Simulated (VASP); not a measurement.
Write the native input for VASP 6.6.1 that does the following.

* Task: single point
* Functional: BLYP
* Dispersion: D3(BJ)
* Potentials or basis: VASP PAW PBE potentials, release 64 (Ti_sv)
* Cutoff: 520 eV
* k mesh: 10 × 10 × 6
* Occupations: gaussian, width 0.1 eV
* Spin: collinear spin
* Starting moments: [1.0, -1.0] μB
* Dipole correction: no
* Further INCAR settings: ALGO = Fast; EDIFF = 1e-06; NBANDS = 23

The structure of Ti lies in POSCAR:

```
Ti
1.0
    2.9500000000      0.0000000000      0.0000000000
   -1.4750000000      2.5547749412      0.0000000000
    0.0000000000      0.0000000000      4.6800000000
Ti
2
Direct
    0.6666666667      0.3333333333      0.7500000000
    0.3333333333      0.6666666667      0.2500000000
```

The input as run:

INCAR

```
SYSTEM = Ti
PREC = Accurate
ENCUT = 520
EDIFF = 1E-6
ISMEAR = 0
SIGMA = 0.1
LREAL = .False.
LASPH = .True.
NELM = 150
ALGO = Fast
ISIF = 2
LWAVE = .False.
LCHARG = .True.
ISPIN = 2
MAGMOM = 1 -1
LORBIT = 11
LMAXMIX = 4
GGA = B5
ALDAX = 1.0
AGGAX = 1.0
AGGAC = 1.0
ALDAC = 0.0
IVDW = 12
VDW_S6 = 1.0
VDW_S8 = 2.6996
VDW_A1 = 0.4298
VDW_A2 = 4.2359
LELF = .True.
LVHAR = .True.
NBANDS = 23
```

KPOINTS

```
Automatic mesh
0
Gamma
  10 10 6
  0 0 0
```

Potentials or basis: VASP PAW PBE potentials, release 64 (Ti_sv).

The run is started by

```bash
$ cat potpaw_PBE.64/Ti_sv/POTCAR > POTCAR
$ mpirun -np 1 vasp_std > vasp.out
```

Results of the run:

| Quantity | Value |
| --- | --- |
| Pressure | -12.6 GPa |
| Band gap on the k mesh | zero (filled and empty bands overlap) |
| Net moment | 0.00 μB per cell |
| Valence electrons inside the program's atomic spheres | Ti 10.29 |
| Dispersion energy per atom | -1.400 eV |

Caveat: the cell stands under tension; the PAW data sets were made with another functional, which shifts forces and pressure a little.

Wall time 80 s on 1 thread of Intel(R) Xeon(R) 6975P-C (Granite Rapids), with other jobs on the host, peak memory 0.21 GiB.
